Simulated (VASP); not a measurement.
Input of a VASP 6.6.1 run:

The input POSCAR:

```
BaF2
1.0
    0.0000000000      3.0971637718      3.0971637718
    3.0971637718      0.0000000000      3.0971637718
    3.0971637718      3.0971637718      0.0000000000
Ba F
1 2
Direct
    0.0000000000      0.0000000000      0.0000000000
    0.2500000000      0.2500000000      0.2500000000
    0.7500000000      0.7500000000      0.7500000000
```

The input INCAR.step1:

```
SYSTEM = BaF2
  PREC = Accurate
  ENCUT = 660
  ISMEAR = 0
  SIGMA = 0.01
  LREAL = .False.
  LASPH = .True.
  NELM = 120
  NBANDS = 19
  GGA = PE
  ALGO = Normal
  EDIFF = 1E-5
  LWAVE = .True.
  LCHARG = .False.
  GGA_COMPAT = .False.
```

INCAR.step2

```
SYSTEM = BaF2
  PREC = Accurate
  ENCUT = 660
  EDIFF = 1E-6
  ISMEAR = 0
  SIGMA = 0.01
  LREAL = .False.
  LASPH = .True.
  NELM = 120
  ALGO = Normal
  ISIF = 2
  LWAVE = .False.
  LCHARG = .False.
  METAGGA = R2SCAN
  LMIXTAU = .True.
  NBANDS = 19
  ISTART = 1
  GGA_COMPAT = .False.
```

File KPOINTS:

```
regular mesh
0
Gamma
  6 6 6
  0 0 0
```

Potentials or basis: VASP PAW PBE potentials, release 64 (Ba_sv, F).

Command:

```bash
$ cat potpaw_PBE.64/Ba_sv/POTCAR potpaw_PBE.64/F/POTCAR > POTCAR
$ cp INCAR.step1 INCAR
$ mpirun -np 1 vasp_std > vasp.out
$ cp INCAR.step2 INCAR
$ mpirun -np 1 vasp_std > vasp.out
```

Question: Predict the band gap on the k mesh.

Answer: 7.36 eV (least direct gap 7.43 eV).

Question: Predict the pressure.

Answer: 0.9 GPa.

Caveat: the PAW data sets were made with another functional, which shifts forces and pressure a little; spin-orbit coupling is left out, which moves the levels of the heavy elements. A k mesh can miss the band edges.
